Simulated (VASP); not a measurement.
# SnO2 (C2) in VASP: a series of runs

SnO2 is run at these levels: LDA; tasks: single point.

Everything below comes from runs of VASP 6.6.1. Logs are shortened: lines on timing, memory, paths and dates and some standing lists are left out, and cuts for length are marked.

### Step 1. The cell of the first run

It takes space group C2 (No. 5, monoclinic). Conventional cell: a = 5.602 Å, b = 3.234 Å, c = 5.151 Å, α = 90.00°, β = 111.25°, γ = 90.00°. Sn (site symmetry 2) has 6 O at 2.00 to 2.26 Å within 2.6 Å. Within 2.6 Å of O (site symmetry 1) lie 3 Sn at 2.00 to 2.26 Å.

### Step 2. Single point, LDA (all Sn atoms moved +0.175 Å, as atom 1 along Cartesian [1 0 0])

File INCAR:

```
SYSTEM = SnO2
  PREC = Accurate
  ENCUT = 520
  EDIFF = 1E-7
  ISMEAR = 0
  SIGMA = 0.05
  LREAL = .FALSE.
  LASPH = .TRUE.
  NELM = 60
  ALGO = Normal
  ISIF = 2
  LWAVE = .FALSE.
  LCHARG = .TRUE.
  GGA = CA
  LELF = .TRUE.
  LVHAR = .TRUE.
  NBANDS = 20
```

File KPOINTS:

```
regular mesh
0
G
  12 12 12
  0 0 0
```

File POSCAR:

```
SnO2
1.0
    1.6170930752      0.9336291223      4.8005925840
   -1.6170930752      0.9336291223      4.8005925840
    0.0000000000     -1.8672582446      4.8005925840
Sn O
1 2
Direct
    0.5541094395      0.4458905605      0.5000000000
    0.2371700000      0.2371700000      0.2371700000
    0.7628300000      0.7628300000      0.7628300000
```

Potentials or basis: VASP PAW LDA potentials, release 64 (Sn_d, O).

Launch:

```console
$ cat potpaw_LDA.64/Sn_d/POTCAR potpaw_LDA.64/O/POTCAR > POTCAR
$ mpirun -np 1 vasp_std > vasp.out
```

OUTCAR:

```text
SYSTEM = SnO2
   PREC = Accurate
   ENCUT = 520
   EDIFF = 1E-7
   ISMEAR = 0
   LREAL = .FALSE.
   LASPH = .TRUE.
   NELM = 60
   ISIF = 2
   GGA = CA

 ion  position               nearest neighbor table
   1  0.554  0.446  0.500-   2 2.00   3 2.00   3 2.13   2 2.13   2 2.26   3 2.26
   2  0.237  0.237  0.237-   1 2.00   1 2.13   1 2.26
   3  0.763  0.763  0.763-   1 2.00   1 2.13   1 2.26

  LATTYP: Found a trigonal (rhomboedric) cell.
 ALAT       =     5.1509554948
 COS(alpha) =     0.8028828391

  Lattice vectors:

 A1 = (   1.6170930752,   0.9336291223,   4.8005925840)
 A2 = (  -1.6170930752,   0.9336291223,   4.8005925840)
 A3 = (   0.0000000000,  -1.8672582446,   4.8005925840)

Analysis of symmetry for initial positions (statically):
=====================================================================
 Subroutine PRICEL returns:
 Original cell was already a primitive cell.

 Routine SETGRP: Setting up the symmetry group for a
 trigonal (rhombohedral) supercell.

 Subroutine GETGRP returns: Found  2 space group operations
 (whereof  2 operations were pure point group operations)
 out of a pool of 12 trial point group operations.

The static configuration has the point symmetry C_2 .

Analysis of symmetry for dynamics (positions and initial velocities):
=====================================================================
 Subroutine PRICEL returns:
 Original cell was already a primitive cell.

 Routine SETGRP: Setting up the symmetry group for a
 trigonal (rhombohedral) supercell.

 Subroutine GETGRP returns: Found  2 space group operations
 (whereof  2 operations were pure point group operations)
 out of a pool of 12 trial point group operations.

The dynamic configuration has the point symmetry C_2 .

 Subroutine INISYM returns: Found  2 space group operations
 (whereof  2 operations are pure point group operations),
 and found     1 'primitive' translations

----------------------------------------------------------------------------------------

                                     Primitive cell

  volume of cell :      43.4866

  direct lattice vectors                    reciprocal lattice vectors
[... 83 lines left out ...]
   ISPIN  =      1    spin polarized calculation?
   LNONCOLLINEAR =      F non collinear calculations
   LSORBIT =      F    spin-orbit coupling
   LASPH  =      T    aspherical Exc in radial PAW
   ENCUT  =  520.0 eV  38.22 Ry    6.18 a.u.   9.58  9.58  9.58*2*pi/ulx,y,z
   NELM   =     60;   NELMIN=  2; NELMDL= -5     # of ELM steps
   EDIFF  = 0.1E-06   stopping-criterion for ELM
   LREAL  =      F    real-space projection
   EDIFFG = 0.1E-05   stopping-criterion for IOM
   NSW    =      0    number of steps for IOM
   IBRION =     -1    ionic relax: 0-MD 1-quasi-New 2-CG
   NFREE  =      0    steps in history (QN), initial steepest desc. (CG)
   ISIF   =      2    stress and relaxation
   ISYM   =      2    0-nonsym 1-usesym 2-fastsym
   POTIM  = 0.5000    time-step for ionic-motion
   TEBEG  =    0.0;   TEEND  =   0.0 temperature during run
   PSTRESS=    0.0 pullay stress
   NELECT =      26.0000    total number of electrons
   NUPDOWN=      -1.0000    fix difference up-down
   EMIN   =  10.00;   EMAX   =-10.00  energy-range for DOS
   EFERMI =   0.00;   METHOD = LEGACY
   ISMEAR =     0;   SIGMA  =   0.05  broadening in eV -4-tet -1-fermi 0-gaus
   EFERMI_NEDOS =   21; number of points for ismear=-14 and -15
   IALGO  =     38    algorithm
   IMIX   =      4    mixing-type and parameters
     AMIX     =   0.40;   BMIX     =  1.00
     AMIX_MAG =   1.60;   BMIX_MAG =  1.00
  volume/ion in A,a.u.               =      14.50        97.82
  Fermi-wavevector in a.u.,A,eV,Ry     =   1.379158  2.606231 25.879336  1.902078
  Thomas-Fermi vector in A             =   2.504154
   LORBIT       =      0    0 simple, 1 ext, 2 COOP (PROOUT), +10 PAW based schemes
   GGA     = CA    functional components
   LHFCALC =     F    Hartree Fock is set to
   AEXX    =    0.0000 exact exchange contribution
   IVDW    =     0    specifies the selected vdW correction
   LEPSILON=     F    determine dielectric tensor
   LRPA    =     F    only Hartree local field effects (RPA)
 non-spin polarized calculation
 Gauss-broadening in eV      SIGMA  =   0.05
  energy-cutoff  :      520.00
  volume of cell :       43.49
 maximum number of plane-waves:      1188
 NGX is ok and might be reduce to    40
   NGX = 19   NGY = 19   NGZ = 19

 number of electron      26.0000004 magnetization

 Free energy of the ion-electron system (eV)
  ---------------------------------------------------
  ext. energy  EPLUGINS =         0.00000000
  ---------------------------------------------------
  free energy    TOTEN  =       -20.24100754 eV

  energy without entropy =      -20.24100754  energy(sigma->0) =      -20.24100754

 E-fermi :   3.2590     XC(G=0): -10.5542

 val. band max:        2.9629768028   @ k =  -0.1667   0.1667   0.0000
 cond. band min:       4.7138602059   @ k =   0.0000   0.0000   0.0000
 fundamental gap:      1.7508834032
 Fermi energy:         3.2590117610

 k-point     1 :       0.0000    0.0000    0.0000
  band No.  band energies     occupation
      1     -16.9071      2.00000
      2     -16.8631      2.00000
      3     -16.7284      2.00000
      4     -16.5430      2.00000
      5     -16.5271      2.00000
      6     -14.8038      2.00000
[... 541 lines left out ...]
     19      16.2207      0.00000
     20      18.3021      0.00000

 [... further k-points ...]

------------------------ aborting loop because EDIFF is reached ----------------------------------------

  FORCE on cell =-STRESS in cart. coord.  units (eV):
  Direction    XX          YY          ZZ          XY          YZ          ZX
  --------------------------------------------------------------------------------------
  -------------------------------------------------------------------------------------
  Total       -1.1964408     -1.9835853     -1.2247065      0.0000000      0.8030961      0.0000000
  in kB      -44.0804781    -73.0812466    -45.1218696      0.0000000     29.5884761      0.0000000
  external PRESSURE =     -54.0945314 kB  Pullay stress =       0.0000000 kB

 VOLUME and BASIS-vectors are now :
 -----------------------------------------------------------------------------
  energy-cutoff  :      520.00
  volume of cell :       43.49
      direct lattice vectors                 reciprocal lattice vectors
     1.617093075  0.933629122  4.800592584     0.309196797  0.178514854  0.069435872
    -1.617093075  0.933629122  4.800592584    -0.309196797  0.178514854  0.069435872
     0.000000000 -1.867258245  4.800592584     0.000000000 -0.357029708  0.069435872

 POSITION                                       TOTAL-FORCE (eV/Angst)
 -----------------------------------------------------------------------------------
      0.17500      0.00000      7.20089        -2.324430      0.000000      0.000000
      0.00000      0.00000      3.41567         1.162215      0.396960     -0.271188
      0.00000      0.00000     10.98611         1.162215     -0.396960      0.271188
 -----------------------------------------------------------------------------------
    total drift:                                0.000027     -0.000000      0.000000

  FREE ENERGIE OF THE ION-ELECTRON SYSTEM (eV)
  ---------------------------------------------------
  free  energy   TOTEN  =       -20.2410075380 eV

  energy  without entropy=      -20.2410075380  energy(sigma->0) =      -20.24100754
```

OSZICAR:

```text
N       E                     dE             d eps       ncg     rms          rms(c)
DAV:   1     0.257003636973E+03    0.25700E+03   -0.13891E+04 20136   0.192E+03
DAV:   2     0.674032987455E+01   -0.25026E+03   -0.23751E+03 20668   0.500E+02
DAV:   3    -0.223155395432E+02   -0.29056E+02   -0.28765E+02 22248   0.143E+02
DAV:   4    -0.231715297832E+02   -0.85599E+00   -0.85516E+00 21092   0.266E+01
DAV:   5    -0.231889920054E+02   -0.17462E-01   -0.17462E-01 22836   0.405E+00    0.106E+01
DAV:   6    -0.203450377533E+02    0.28440E+01   -0.11494E+01 30756   0.592E+01    0.457E+00
DAV:   7    -0.202907371640E+02    0.54301E-01   -0.68408E-01 19512   0.702E+00    0.210E+00
DAV:   8    -0.202454449379E+02    0.45292E-01   -0.91840E-02 20576   0.284E+00    0.466E-01
DAV:   9    -0.202408494230E+02    0.45955E-02   -0.10707E-02 27676   0.142E+00    0.900E-02
DAV:  10    -0.202409995078E+02   -0.15008E-03   -0.15305E-03 19908   0.311E-01    0.373E-02
DAV:  11    -0.202410080125E+02   -0.85046E-05   -0.42029E-05 29288   0.719E-02    0.217E-02
DAV:  12    -0.202410075853E+02    0.42720E-06   -0.51947E-06 22000   0.210E-02    0.698E-03
DAV:  13    -0.202410075380E+02    0.47282E-07   -0.92815E-07 21248   0.847E-03
   1 F= -.20241008E+02 E0= -.20241008E+02  d E =-.803477E-19
```

Wall time 4.5 min (1 thread of Intel Xeon 6975P-C (Granite Rapids), shared host); peak memory 0.49 GiB.

What came out:

| Quantity | Value |
| --- | --- |
| Free energy | -20.2410 eV |
| Pressure | -5.4 GPa |
| Largest force | 2.324 eV/Å |
| Band gap on the k mesh | 1.75 eV (least direct gap 1.85 eV) |

Forces on the atoms (eV/Å):
```
Sn  -2.324  0.000  0.000
O    1.162  0.397 -0.271
O    1.162 -0.397  0.271
```

Levels at points of the mesh, in eV from the valence-band top:
```
           k point  band 9  band 10  band 11  band 12  band 13  band 14  band 15  band 16  band 17  band 18
(0.00, 0.00, 0.00)   -1.40    -1.37    -0.82    -0.80    -0.10     1.75     5.58    10.69    10.87    11.64
(0.50, 0.00, 0.00)   -4.12    -2.95    -1.47    -0.61    -0.58     5.08     7.57     9.85    11.89    12.65
(0.00, 0.00, 0.50)   -4.20    -2.85    -1.50    -0.60    -0.60     5.01     7.66     9.82    11.70    12.86
(0.50, 0.50, 0.00)   -4.42    -2.93    -1.18    -0.45    -0.06     4.75     6.84    10.51    10.90    11.97
(0.50, 0.00, 0.50)   -4.36    -3.04    -1.14    -0.47    -0.03     4.81     6.76    10.48    10.99    12.11
(0.50, 0.50, 0.50)   -1.44    -1.41    -1.31    -0.78    -0.78     3.00     5.52    11.04    11.20    11.81
```

Caveat: the cell differs from its parent crystal (all Sn atoms moved +0.175 Å, as atom 1 along Cartesian [1 0 0]); the cell stands under tension; spin-orbit coupling is left out, which moves the levels of the heavy elements; forces of over 1 eV/Å act on the atoms, so gaps and moduli don't describe the material at rest.

### Step 3. Single point, LDA (all Sn atoms moved +0.125 Å, as atom 1 along Cartesian [1 0 0])

File INCAR:

```
PREC = Accurate ; ENCUT = 520
EDIFF = 1E-6 ; ISMEAR = 0
SIGMA = 0.05 ; LREAL = F
LASPH = T ; NELM = 80
ALGO = Normal ; ISIF = 2
LWAVE = F ; LCHARG = T
GGA = CA ; LELF = T
LVHAR = T ; NBANDS = 20
```

File KPOINTS:

```
regular mesh
0
Gamma
  12 12 12
```

POSCAR, as its differences from that of step 2:

```diff
@@ -8,3 +8,3 @@
 Direct
-    0.5541094395      0.4458905605      0.5000000000
+    0.5386495997      0.4613504003      0.5000000000
     0.2371700000      0.2371700000      0.2371700000
```

Potentials or basis: VASP PAW LDA potentials, release 64 (Sn_d, O).

Launch:

```console
$ cat potpaw_LDA.64/Sn_d/POTCAR potpaw_LDA.64/O/POTCAR > POTCAR
$ mpirun -np 1 vasp_std > vasp.out
```

It took 4.6 min on 1 thread of Intel Xeon 6975P-C (Granite Rapids), shared host; peak memory 0.49 GiB.

It converged, with:

| Quantity | Value |
| --- | --- |
| Free energy | -20.3389 eV |
| Pressure | -6.9 GPa |
| Largest force | 1.603 eV/Å |
| Band gap on the k mesh | 1.76 eV (least direct gap 1.87 eV) |

Forces on the atoms (eV/Å):
```
Sn  -1.603  0.000  0.000
O    0.801  0.201 -0.443
O    0.801 -0.201  0.443
```

Stress tensor (GPa, compression positive):
```
-6.70  0.00  0.00
 0.00 -8.23  1.50
 0.00  1.50 -5.85
```

Levels at points of the mesh, in eV from the valence-band top:
| k point | band 11 | band 12 | band 13 | band 14 | band 15 | band 16 |
| --- | --- | --- | --- | --- | --- | --- |
| (0.00, 0.00, 0.00) | -0.86 | -0.85 | -0.11 | 1.76 | 5.54 | 10.71 |
| (0.50, 0.00, 0.00) | -1.48 | -0.61 | -0.58 | 5.11 | 7.53 | 9.81 |
| (0.00, 0.00, 0.50) | -1.49 | -0.61 | -0.59 | 5.07 | 7.58 | 9.79 |
| (0.50, 0.50, 0.00) | -1.17 | -0.46 | -0.04 | 4.80 | 6.76 | 10.49 |
| (0.50, 0.00, 0.50) | -1.14 | -0.47 | -0.03 | 4.83 | 6.72 | 10.48 |
| (0.50, 0.50, 0.50) | -1.32 | -0.82 | -0.81 | 3.03 | 5.49 | 10.98 |

Caveat: the cell differs from its parent crystal (all Sn atoms moved +0.125 Å, as atom 1 along Cartesian [1 0 0]); the cell stands under tension; spin-orbit coupling is left out, which moves the levels of the heavy elements; forces of over 1 eV/Å act on the atoms, so gaps and moduli don't describe the material at rest. A k mesh can miss the band edges.
